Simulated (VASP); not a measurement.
# ZrS in VASP: further runs

ZrS is run at these levels: PBEsol; tasks: relaxation of cell and atoms, single point.

Program: VASP 6.6.1. These are calculated values, not measurements. Logs are shortened: lines on timing, memory, paths and dates and some standing lists are left out, and cuts for length are marked.

## 1. The cell of the first run

The structure is cubic, space group Fm-3m (No. 225). The conventional cell has a = 5.081 Å, b = 5.081 Å, c = 5.081 Å, α = 90.00°, β = 90.00°, γ = 90.00°. Zr (site symmetry m-3m) has 6 S at 2.54 Å within 3.4 Å. Within 3.4 Å of S (site symmetry m-3m) lie 6 Zr at 2.54 Å.

## 2. Relaxation of cell and atoms, PBEsol, target pressure 8 GPa, at which the enthalpy is minimised

File INCAR:

```
SYSTEM = ZrS
  ALGO = Normal
  EDIFF = 1E-7
  EDIFFG = -0.008
  ENCUT = 600
  GGA = PS
  IBRION = 2
  ISIF = 3
  ISMEAR = 0
  LASPH = .TRUE.
  LCHARG = .FALSE.
  LREAL = .FALSE.
  LWAVE = .FALSE.
  NELM = 80
  NSW = 70
  PREC = Accurate
  PSTRESS = 80.0
  SIGMA = 0.1
```

File KPOINTS:

```
k-points
0
G
  14 14 14
  0 0 0
```

File POSCAR:

```
ZrS
1.0
    0.0000000000      2.5405246729      2.5405246729
    2.5405246729      0.0000000000      2.5405246729
    2.5405246729      2.5405246729      0.0000000000
Zr S
1 1
Direct
    0.0000000000      0.0000000000      0.0000000000
    0.5000000000      0.5000000000      0.5000000000
```

Potentials or basis: VASP PAW PBE potentials, release 64 (Zr_sv, S).

The run is started by

```sh
> cat potpaw_PBE.64/Zr_sv/POTCAR potpaw_PBE.64/S/POTCAR > POTCAR
> mpirun -np 1 vasp_std > vasp.out
```

OUTCAR:

```text
SYSTEM = ZrS
   EDIFF = 1E-7
   EDIFFG = -0.008
   ENCUT = 600
   GGA = PS
   IBRION = 2
   ISIF = 3
   ISMEAR = 0
   LASPH = .TRUE.
   LREAL = .FALSE.
   NELM = 80
   NSW = 70
   PREC = Accurate
   PSTRESS = 80.0

 ion  position               nearest neighbor table
   1  0.000  0.000  0.000-   2 2.54   2 2.54   2 2.54   2 2.54   2 2.54   2 2.54
   2  0.500  0.500  0.500-   1 2.54   1 2.54   1 2.54   1 2.54   1 2.54   1 2.54

  LATTYP: Found a face centered cubic cell.
 ALAT       =     5.0810493458

  Lattice vectors:

 A1 = (   0.0000000000,   2.5405246729,   2.5405246729)
 A2 = (   2.5405246729,   0.0000000000,   2.5405246729)
 A3 = (   2.5405246729,   2.5405246729,   0.0000000000)

Analysis of symmetry for initial positions (statically):
=====================================================================
 Subroutine PRICEL returns:
 Original cell was already a primitive cell.

 Routine SETGRP: Setting up the symmetry group for a
 face centered cubic supercell.

 Subroutine GETGRP returns: Found 48 space group operations
 (whereof 48 operations were pure point group operations)
 out of a pool of 48 trial point group operations.

The static configuration has the point symmetry O_h .

Analysis of symmetry for dynamics (positions and initial velocities):
=====================================================================
 Subroutine PRICEL returns:
 Original cell was already a primitive cell.

 Routine SETGRP: Setting up the symmetry group for a
 face centered cubic supercell.

 Subroutine GETGRP returns: Found 48 space group operations
 (whereof 48 operations were pure point group operations)
 out of a pool of 48 trial point group operations.

The dynamic configuration has the point symmetry O_h .

 Subroutine INISYM returns: Found 48 space group operations
 (whereof 48 operations are pure point group operations),
 and found     1 'primitive' translations

----------------------------------------------------------------------------------------

                                     Primitive cell

  volume of cell :      32.7944

  direct lattice vectors                    reciprocal lattice vectors
     0.000000000  2.540524673  2.540524673    -0.196809740  0.196809740  0.196809740
     2.540524673  0.000000000  2.540524673     0.196809740 -0.196809740  0.196809740
     2.540524673  2.540524673  0.000000000     0.196809740  0.196809740 -0.196809740

  length of vectors
[... 102 lines left out ...]
     AMIX_MAG =   1.60;   BMIX_MAG =  1.00
  volume/ion in A,a.u.               =      16.40       110.65
  Fermi-wavevector in a.u.,A,eV,Ry     =   1.340393  2.532976 24.444965  1.796654
  Thomas-Fermi vector in A             =   2.468710
   LORBIT       =      0    0 simple, 1 ext, 2 COOP (PROOUT), +10 PAW based schemes
   GGA     = PS    functional components
   LHFCALC =     F    Hartree Fock is set to
   AEXX    =    0.0000 exact exchange contribution
   IVDW    =     0    specifies the selected vdW correction
   LEPSILON=     F    determine dielectric tensor
   LRPA    =     F    only Hartree local field effects (RPA)
 conjugate gradient relaxation of ions
 non-spin polarized calculation
 Gauss-broadening in eV      SIGMA  =   0.10
  energy-cutoff  :      600.00
  volume of cell :       32.79
 maximum number of plane-waves:      1113
 NGX is ok and might be reduce to    30
   NGX = 15   NGY = 15   NGZ = 15

--------------------------------------- Ionic step        1  -------------------------------------------

 number of electron      18.0000000 magnetization

 Free energy of the ion-electron system (eV)
  ---------------------------------------------------
  ext. energy  EPLUGINS =         0.00000000
  ---------------------------------------------------
  free energy    TOTEN  =       -16.46839678 eV

  energy without entropy =      -16.46160962  energy(sigma->0) =      -16.46500320

------------------------ aborting loop because EDIFF is reached ----------------------------------------

  FORCE on cell =-STRESS in cart. coord.  units (eV):
  Direction    XX          YY          ZZ          XY          YZ          ZX
  --------------------------------------------------------------------------------------
  -------------------------------------------------------------------------------------
  Total        1.7441538      1.7441538      1.7441538      0.0000000      0.0000000      0.0000000
  in kB       85.2108940     85.2108940     85.2108940      0.0000000      0.0000000      0.0000000
  external PRESSURE =       5.2108940 kB  Pullay stress =      80.0000000 kB
[... 63 lines left out ...]
--------------------------------------- Ionic step        3  -------------------------------------------

 number of electron      18.0000001 magnetization

 Free energy of the ion-electron system (eV)
  ---------------------------------------------------
  ext. energy  EPLUGINS =         0.00000000
  ---------------------------------------------------
  free energy    TOTEN  =       -16.47318723 eV

  energy without entropy =      -16.46637450  energy(sigma->0) =      -16.46978087

 E-fermi :  11.8234     XC(G=0): -11.9238

 val. band max:       11.8139186207   @ k =   0.0714   0.0714   0.0000
 cond. band min:      11.8275515912   @ k =   0.2857   0.0000   0.0000
 fundamental gap:      0.0136329705
 Fermi energy:        11.8233941886

 k-point     1 :       0.0000    0.0000    0.0000
  band No.  band energies     occupation
      1     -37.8482      2.00000
      2     -15.8501      2.00000
      3     -15.8501      2.00000
      4     -15.8501      2.00000
      5      -4.4348      2.00000
      6       8.3008      2.00000
      7       8.3008      2.00000
      8       8.3008      2.00000
      9      10.2379      2.00000
     10      10.2379      2.00000
     11      10.2379      2.00000
     12      11.0192      2.00000
     13      11.0192      2.00000
[... 354 lines left out ...]
  band No.  band energies     occupation
      1     -37.8229      2.00000
      2     -16.1062      2.00000
      3     -15.9069      2.00000
      4     -15.8984      2.00000
      5      -3.5430      2.00000
      6       5.0056      2.00000
      7       6.6224      2.00000
      8       6.9064      2.00000
      9       9.9205      2.00000
     10      12.0479      0.00150
     11      12.5627      0.00000
     12      13.2947      0.00000
     13      14.5126      0.00000

 [... further k-points ...]

------------------------ aborting loop because EDIFF is reached ----------------------------------------

  FORCE on cell =-STRESS in cart. coord.  units (eV):
  Direction    XX          YY          ZZ          XY          YZ          ZX
  --------------------------------------------------------------------------------------
  -------------------------------------------------------------------------------------
  Total        1.6423437      1.6423437      1.6423437      0.0000000     -0.0000000      0.0000000
  in kB       80.0102001     80.0102001     80.0102001      0.0000000     -0.0000000      0.0000000
  external PRESSURE =       0.0102001 kB  Pullay stress =      80.0000000 kB
[... 21 lines left out ...]
  energy  without entropy=      -16.4663745011  energy(sigma->0) =      -16.46978087

  enthalpy is  TOTEN    =       -14.8310529016 eV   P V=        1.6421343317

 reached required accuracy - stopping structural energy minimisation
```

OSZICAR:

```text
N       E                     dE             d eps       ncg     rms          rms(c)
DAV:   1     0.144616115562E+03    0.14462E+03   -0.10745E+04  2704   0.153E+03
DAV:   2    -0.980250552337E+01   -0.15442E+03   -0.14904E+03  3232   0.352E+02
DAV:   3    -0.170710127802E+02   -0.72685E+01   -0.71138E+01  4156   0.692E+01
[... 26 lines left out ...]
DAV:   4    -0.164731419252E+02   -0.50296E-04   -0.77345E-05  3264   0.881E-02    0.441E-02
DAV:   5    -0.164731756239E+02   -0.33699E-04   -0.44879E-05  3877   0.433E-02    0.238E-02
DAV:   6    -0.164731867718E+02   -0.11148E-04   -0.12860E-05  4531   0.233E-02    0.424E-03
DAV:   7    -0.164731871499E+02   -0.37817E-06   -0.34587E-07  3134   0.477E-03    0.250E-03
DAV:   8    -0.164731872332E+02   -0.83280E-07   -0.76639E-08  1702   0.340E-03
   3 F= -.14831053E+02 E0= -.14827647E+02  d E =-.149874E-03
```

It took 67 s on 1 thread of Intel Xeon 6975P-C (Granite Rapids), shared host; peak memory 0.21 GiB.

Results:

```
Free energy                                                : -16.4732 eV
Relaxed volume                                             : 16.44 Å³/atom
Relaxed cell                                               : a = 3.596 Å, b = 3.596 Å, c = 3.596 Å, α = 60.00°, β = 60.00°, γ = 60.00°
Space group after relaxing (to 0.1 Å)                      : Fm-3m (No. 225)
Energy change on relaxing (the run minimises the enthalpy) : -2.4 meV/atom
Ionic steps                                                : 3
Pressure after relaxing                                    : 8.0 GPa
```

The path:
| step | energy change (eV) | largest force (eV/Å) | pressure (GPa) | volume (Å³) |
| --- | --- | --- | --- | --- |
| 1 | 0.0000 | 0.0000 | 8.52 | 32.79 |
| 2 | -0.0124 | 0.0000 | 7.12 | 33.05 |
| 3 | -0.0048 | 0.0000 | 8.00 | 32.89 |

Final structure:
```cif
data_structure
_symmetry_space_group_name_H-M 'P 1'
_symmetry_Int_Tables_number 1
_cell_length_a 3.5962
_cell_length_b 3.5962
_cell_length_c 3.5962
_cell_angle_alpha 60.000
_cell_angle_beta 60.000
_cell_angle_gamma 60.000
_cell_volume 32.89
loop_
_atom_site_label
_atom_site_type_symbol
_atom_site_fract_x
_atom_site_fract_y
_atom_site_fract_z
_atom_site_occupancy
Zr1 Zr 0.00000 0.00000 0.00000 1
S1 S 0.50000 0.50000 0.50000 1
```

Levels at points of the mesh, in eV from the Fermi level:
```tsv
k point	band 6	band 7	band 8	band 9	band 10	band 11	band 12	band 13
(0.00, 0.00, 0.00)	-3.52	-3.52	-3.52	-1.59	-1.59	-1.59	-0.80	-0.80
(0.50, 0.00, 0.00)	-8.51	-6.35	-6.35	1.70	1.70	1.96	2.12	6.04
(0.50, 0.50, 0.00)	-6.39	-4.49	-4.49	-3.93	0.56	2.74	2.74	3.24
```

Caveat: the cell is relaxed towards a set pressure, so the run minimises the enthalpy, not the energy; the highest band is partly filled, so the run has too few bands; the PAW data sets were made with another functional, which shifts forces and pressure a little.

(Continued in part 2 of 3.)
